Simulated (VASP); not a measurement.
# SnSe (P4/nmm) in VASP: single point with PBEsol+D4

Aim: the single point of SnSe with PBEsol+D4.

All numbers are computed with VASP 6.6.1; they aren't measurements. Logs are shortened: lines on timing, memory, paths and dates and some standing lists are left out, and cuts for length are marked.

## Step 1: The cell of the first run

The structure is tetragonal, space group P4/nmm (No. 129). Conventional cell: a = 4.112 Å, b = 4.112 Å, c = 6.128 Å, α = 90.00°, β = 90.00°, γ = 90.00°. Sn (site symmetry 4mm) has 6 Se at 2.91 to 3.07 Å within 3.8 Å. Within 3.8 Å of Se (site symmetry 4mm) lie 6 Sn at 2.91 to 3.07 Å.

## Step 2: Single point, PBEsol+D4

The input, INCAR:

```
SYSTEM = SnSe
PREC     = Accurate       ! precision mode
ENCUT    = 520            ! plane-wave cutoff, eV
EDIFF    = 1E-7           ! SCF threshold, eV
ISMEAR   = 1              ! smearing method
SIGMA    = 0.01           ! smearing width, eV
LREAL    = .FALSE.        ! projectors in reciprocal space
LASPH    = .TRUE.         ! aspherical terms in the spheres
NELM     = 100            ! most SCF steps
ALGO     = Normal         ! electronic algorithm
ISIF     = 2              ! what is computed and relaxed
LWAVE    = .FALSE.        ! write WAVECAR
LCHARG   = .FALSE.        ! write CHGCAR
GGA      = PS             ! functional
IVDW     = 13             ! dispersion correction
NBANDS   = 28             ! bands
```

The input, KPOINTS:

```
Automatic mesh
0
G
  6 6 2
  0 0 0
```

The input, POSCAR:

```
SnSe
1.0
    4.1124295623      0.0000000000      0.0000000000
    0.0000000000      4.1124295623      0.0000000000
    0.0000000000      0.0000000000      6.1284514579
Sn Se
2 2
Direct
    0.5000000000      0.0000000000      0.2507818701
    0.0000000000      0.5000000000      0.7492181299
    0.5000000000      0.0000000000      0.7495824775
    0.0000000000      0.5000000000      0.2504175225
```

Potentials or basis: VASP PAW PBE potentials, release 64 (Sn_d, Se).

Started as:

```
$ cat potpaw_PBE.64/Sn_d/POTCAR potpaw_PBE.64/Se/POTCAR > POTCAR
$ mpirun -np 1 vasp_std > vasp.out
```

OUTCAR:

```text
SYSTEM = SnSe
   PREC = Accurate
   ENCUT = 520
   EDIFF = 1E-7
   ISMEAR = 1
   LREAL = .FALSE.
   LASPH = .TRUE.
   NELM = 100
   ISIF = 2
   GGA = PS
   IVDW = 13

 ion  position               nearest neighbor table
   1  0.500  0.000  0.251-   4 2.91   4 2.91   4 2.91   4 2.91   3 3.06   3 3.07
   2  0.000  0.500  0.749-   3 2.91   3 2.91   3 2.91   3 2.91   4 3.06   4 3.07
   3  0.500  0.000  0.750-   2 2.91   2 2.91   2 2.91   2 2.91   1 3.06   1 3.07
   4  0.000  0.500  0.250-   1 2.91   1 2.91   1 2.91   1 2.91   2 3.06   2 3.07

  LATTYP: Found a simple tetragonal cell.
 ALAT       =     4.1124295623
 C/A-ratio  =     1.4902264866

  Lattice vectors:

 A1 = (   4.1124295623,   0.0000000000,   0.0000000000)
 A2 = (   0.0000000000,   4.1124295623,   0.0000000000)
 A3 = (   0.0000000000,   0.0000000000,   6.1284514579)

Analysis of symmetry for initial positions (statically):
=====================================================================
 Subroutine PRICEL returns:
 Original cell was already a primitive cell.

 Routine SETGRP: Setting up the symmetry group for a
 simple tetragonal supercell.

 Subroutine GETGRP returns: Found 16 space group operations
 (whereof  8 operations were pure point group operations)
 out of a pool of 16 trial point group operations.

The static configuration has the point symmetry D_2d.
 The point group associated with its full space group is D_4h.

Analysis of symmetry for dynamics (positions and initial velocities):
=====================================================================
 Subroutine PRICEL returns:
 Original cell was already a primitive cell.

 Routine SETGRP: Setting up the symmetry group for a
 simple tetragonal supercell.

 Subroutine GETGRP returns: Found 16 space group operations
 (whereof  8 operations were pure point group operations)
 out of a pool of 16 trial point group operations.

The dynamic configuration has the point symmetry D_2d.
 The point group associated with its full space group is D_4h.

 Subroutine INISYM returns: Found 16 space group operations
 (whereof  8 operations are pure point group operations),
 and found     1 'primitive' translations

----------------------------------------------------------------------------------------

                                     Primitive cell

  volume of cell :     103.6448

  direct lattice vectors                    reciprocal lattice vectors
     4.112429562  0.000000000  0.000000000     0.243165259  0.000000000  0.000000000
[... 87 lines left out ...]
   EDIFFG = 0.1E-05   stopping-criterion for IOM
   NSW    =      0    number of steps for IOM
   IBRION =     -1    ionic relax: 0-MD 1-quasi-New 2-CG
   NFREE  =      0    steps in history (QN), initial steepest desc. (CG)
   ISIF   =      2    stress and relaxation
   ISYM   =      2    0-nonsym 1-usesym 2-fastsym
   POTIM  = 0.5000    time-step for ionic-motion
   TEBEG  =    0.0;   TEEND  =   0.0 temperature during run
   PSTRESS=    0.0 pullay stress
   NELECT =      40.0000    total number of electrons
   NUPDOWN=      -1.0000    fix difference up-down
   EMIN   =  10.00;   EMAX   =-10.00  energy-range for DOS
   EFERMI =   0.00;   METHOD = LEGACY
   ISMEAR =     1;   SIGMA  =   0.01  broadening in eV -4-tet -1-fermi 0-gaus
   EFERMI_NEDOS =   21; number of points for ismear=-14 and -15
   IALGO  =     38    algorithm
   IMIX   =      4    mixing-type and parameters
     AMIX     =   0.40;   BMIX     =  1.00
     AMIX_MAG =   1.60;   BMIX_MAG =  1.00
  volume/ion in A,a.u.               =      25.91       174.86
  Fermi-wavevector in a.u.,A,eV,Ry     =   1.191916  2.252394 19.329299  1.420663
  Thomas-Fermi vector in A             =   2.327966
   LORBIT       =      0    0 simple, 1 ext, 2 COOP (PROOUT), +10 PAW based schemes
   GGA     = PS    functional components
   LHFCALC =     F    Hartree Fock is set to
   AEXX    =    0.0000 exact exchange contribution
   IVDW    =    13    specifies the selected vdW correction
   LEPSILON=     F    determine dielectric tensor
   LRPA    =     F    only Hartree local field effects (RPA)
 non-spin polarized calculation
 Methfessel and Paxton  Order N= 1 SIGMA  =   0.01
  energy-cutoff  :      520.00
  volume of cell :      103.64
 maximum number of plane-waves:      2820
 NGX is ok and might be reduce to    32
   NGX = 15   NGY = 15   NGZ = 23

 number of electron      40.0000004 magnetization

 Free energy of the ion-electron system (eV)
  ---------------------------------------------------
  ext. energy  EPLUGINS =         0.00000000
  ---------------------------------------------------
  free energy    TOTEN  =       -17.60641192 eV

  energy without entropy =      -17.60641192  energy(sigma->0) =      -17.60641192

 E-fermi :   5.9544     XC(G=0): -10.0069

 val. band max:        5.8685664422   @ k =   0.5000   0.0000   0.5000
 cond. band min:       6.4828445723   @ k =   0.5000   0.1667   0.5000
 fundamental gap:      0.6142781301
 Fermi energy:         5.9544297930

 k-point     1 :       0.0000    0.0000    0.0000
  band No.  band energies     occupation
      1     -15.5274      2.00000
      2     -15.4947      2.00000
      3     -15.4762      2.00000
      4     -15.4762      2.00000
      5     -15.4566      2.00000
      6     -15.4566      2.00000
[... 609 lines left out ...]
     27      13.4495      0.00000
     28      13.4553      0.00000

------------------------ aborting loop because EDIFF is reached ----------------------------------------

  DFT-D4 for vdW energy calculation

  Edisp (eV):   -0.93544

  FORCE on cell =-STRESS in cart. coord.  units (eV):
  Direction    XX          YY          ZZ          XY          YZ          ZX
  --------------------------------------------------------------------------------------
  -------------------------------------------------------------------------------------
  Total       0.03414     0.03414     0.00244     0.00000    -0.00000     0.00000
  in kB       0.52769     0.52769     0.03779     0.00000    -0.00000     0.00000
  external pressure =        0.36 kB  Pullay stress =        0.00 kB

 VOLUME and BASIS-vectors are now :
 -----------------------------------------------------------------------------
  energy-cutoff  :      520.00
  volume of cell :      103.64
      direct lattice vectors                 reciprocal lattice vectors
     4.112429562  0.000000000  0.000000000     0.243165259  0.000000000  0.000000000
     0.000000000  4.112429562  0.000000000     0.000000000  0.243165259  0.000000000
     0.000000000  0.000000000  6.128451458     0.000000000  0.000000000  0.163173357

 POSITION                                       TOTAL-FORCE (eV/Angst)
 -----------------------------------------------------------------------------------
      2.05621      0.00000      1.53690         0.000000     -0.000000     -0.000754
      0.00000      2.05621      4.59155        -0.000000     -0.000000      0.000754
      2.05621      0.00000      4.59378        -0.000000     -0.000000      0.001244
      0.00000      2.05621      1.53467        -0.000000      0.000000     -0.001244
 -----------------------------------------------------------------------------------
    total drift:                                0.000000      0.000000      0.000000

  FREE ENERGIE OF THE ION-ELECTRON SYSTEM (eV)
  ---------------------------------------------------
  free  energy   TOTEN  =       -18.5418520598 eV

  energy  without entropy=      -18.5418520598  energy(sigma->0) =      -18.54185206
```

Wall time 28 s (1 thread of Intel Xeon 6975P-C (Granite Rapids), shared host); peak memory 0.23 GiB.

What came out:

```
Free energy                : -18.5419 eV
Pressure                   : 0.0 GPa
Band gap on the k mesh     : 0.61 eV
Dispersion energy per atom : -0.234 eV
```

Levels at points of the mesh, in eV from the valence-band top:
```csv
k point,band 18,band 19,band 20,band 21,band 22,band 23
"(0.00, 0.00, 0.00)",-2.34,-2.34,-1.87,3.03,3.81,5.08
"(0.50, 0.00, 0.00)",-1.96,-0.12,-0.12,1.40,1.40,1.89
"(0.50, 0.50, 0.00)",-4.08,-3.49,-3.49,2.84,2.84,5.03
"(0.00, 0.00, 0.50)",-3.06,-2.03,-2.01,2.29,2.33,3.88
"(0.50, 0.00, 0.50)",-1.86,0.00,0.00,0.96,0.96,1.23
"(0.50, 0.50, 0.50)",-5.03,-0.93,-0.93,1.45,1.45,4.98
```

Caveat: the k points lie up to 0.51 Å⁻¹ apart; the PAW data sets were made with another functional, which shifts forces and pressure a little; spin-orbit coupling is left out, which moves the levels of the heavy elements. A k mesh can miss the band edges.
